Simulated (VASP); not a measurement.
Runs of VASP 6.6.1 on Pt. The structure is hexagonal, space group P6_3/mmc (No. 194). The conventional cell has a = 2.761 Å, b = 2.761 Å, c = 4.792 Å, α = 90.00°, β = 90.00°, γ = 120.00°. Within 3.6 Å of Pt (site symmetry -6m2) lie 12 Pt at 2.76 to 2.88 Å. 

```tsv
k mesh	gap on the mesh (eV)	pressure (GPa)
8 × 8 × 4	none	-14.5
6 × 6 × 3	none	-16.1
5 × 5 × 3	none	(a)
3 × 3 × 2	none	-7.6
4 × 4 × 2	none	-16.1
```

Alike in all rows: task single point; level PBEsol+D4; potentials or basis VASP PAW PBE potentials, release 64 (Pt); no spin polarisation; cell as given; cutoff (eV) 520; smearing fermi-dirac 0.1 eV.

**Question.** Fill in the values left out.

**Answer.** (a) -13.3.

Caveats: some runs use coarse meshes; the PAW data sets were made with another functional, which shifts forces and pressure a little; spin-orbit coupling is left out, which moves the levels of the heavy elements; pairwise dispersion overbinds metals, which lowers pressure and volume.

A k mesh can miss the band edges, and the runs leave out spin-orbit coupling on Pt.

A gap of «none» marks levels without a gap at the run's occupations.
